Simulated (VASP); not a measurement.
Write the native input for VASP 6.6.1 that does the following.

| Property | Result |
| --- | --- |
| Task | single point |
| Functional | PBE |
| Potentials or basis | VASP PAW PBE potentials, release 64 (Al, B, Ru_sv) |
| Cutoff | 560 eV |
| k mesh | 10 × 10 × 6 |
| Occupations | gaussian, width 0.1 eV |
| Spin | no spin polarisation |
| Dipole correction | no |
| Further INCAR settings | ALGO = Normal; EDIFF = 1e-06; NBANDS = 38 |

The structure of AlB2Ru3 lies in POSCAR:

```
AlB2Ru3
1.0
    3.8383531907      0.0000000000      0.0000000000
    0.0000000000      3.8383531907      0.0000000000
    0.0000000000      0.0000000000      7.1814075374
Al B Ru
1 2 3
Direct
    0.5000000000      0.5000000000      0.0000000000
    0.5000000000      0.0000000000      0.5000000000
    0.0000000000      0.5000000000      0.5000000000
    0.0000000000      0.0000000000      0.5000000000
    0.0000000000      0.0000000000      0.8458906378
    0.0000000000      0.0000000000      0.1541093622
```

The cell was generated, and may not be a known phase.

The input as run:

INCAR

```
SYSTEM = AlB2Ru3
PREC = Accurate
ENCUT = 560
EDIFF = 1E-6
ISMEAR = 0
SIGMA = 0.1
LREAL = .FALSE.
LASPH = .TRUE.
NELM = 120
ALGO = Normal
ISIF = 2
LWAVE = .FALSE.
LCHARG = .TRUE.
GGA = PE
LELF = .TRUE.
LVHAR = .TRUE.
NBANDS = 38
GGA_COMPAT = .FALSE.
```

KPOINTS

```
Automatic mesh
0
G
  10 10 6
  0 0 0
```

Potentials or basis: VASP PAW PBE potentials, release 64 (Al, B, Ru_sv).

The run is started by

```bash
$ cat potpaw_PBE.64/Al/POTCAR potpaw_PBE.64/B/POTCAR potpaw_PBE.64/Ru_sv/POTCAR > POTCAR
$ mpirun -np 1 vasp_std > vasp.out
```

Results of the run:

- Pressure: -0.2 GPa
- Largest force: 0.004 eV/Å
- Band gap on the k mesh: zero (an odd number of electrons rules out a gap without spin polarisation)

Run time: 3.7 min on 1 thread of Intel(R) Xeon(R) Platinum 8488C (Sapphire Rapids) (shared host), peak memory 0.42 GiB.
